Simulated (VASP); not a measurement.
A run of VASP 6.6.1 is set up as follows.

INCAR

```
SYSTEM = ZrPd2Se5
PREC = Accurate
ENCUT = 520
EDIFF = 1E-7
ISMEAR = 0
SIGMA = 0.1
LREAL = .FALSE.
LASPH = .TRUE.
NELM = 60
ALGO = Normal
ISIF = 2
LWAVE = .FALSE.
LCHARG = .TRUE.
GGA = PE
LELF = .TRUE.
LVHAR = .TRUE.
NBANDS = 41
```

File KPOINTS:

```
Automatic mesh
0
G
  12 12 2
  0 0 0
```

Contents of POSCAR:

```
ZrPd2Se5
1.0
    3.7650332707      0.0000000000      0.0000000000
   -1.8825166354      3.2606144585      0.0000000000
    0.0000000000      0.0000000000     15.7487898380
Zr Pd Se
1 2 5
Direct
    0.0000000000      0.0000000000      0.0000000000
    0.3333333333      0.6666666667      0.3959477440
    0.6666666667      0.3333333333      0.6040522560
    0.6666666667      0.3333333333      0.3188063934
    0.3333333333      0.6666666667      0.6811936066
    0.0000000000      0.0000000000      0.5000000000
    0.3333333333      0.6666666667      0.1016009266
    0.6666666667      0.3333333333      0.8983990734
```

Potentials or basis: VASP PAW PBE potentials, release 64 (Zr_sv, Pd, Se).

Run with:

```bash
$ cat potpaw_PBE.64/Zr_sv/POTCAR potpaw_PBE.64/Pd/POTCAR potpaw_PBE.64/Se/POTCAR > POTCAR
$ mpirun -np 1 vasp_std > vasp.out
```

Question: What does it give for the largest force?

Answer: 0.013 eV/Å.

Question: Predict the pressure.

Answer: 0.0 GPa.

Forces on the atoms (eV/Å):
```
Zr   0.000  0.000  0.000
Pd   0.000  0.000  0.009
Pd   0.000  0.000 -0.009
Se   0.000  0.000 -0.004
Se   0.000  0.000  0.004
Se   0.000  0.000  0.000
Se   0.000  0.000  0.013
Se   0.000  0.000 -0.013
```

Caveat: this functional lacks dispersion, which binds layers or chains, so the pressure and a relaxed spacing across them are unreliable.
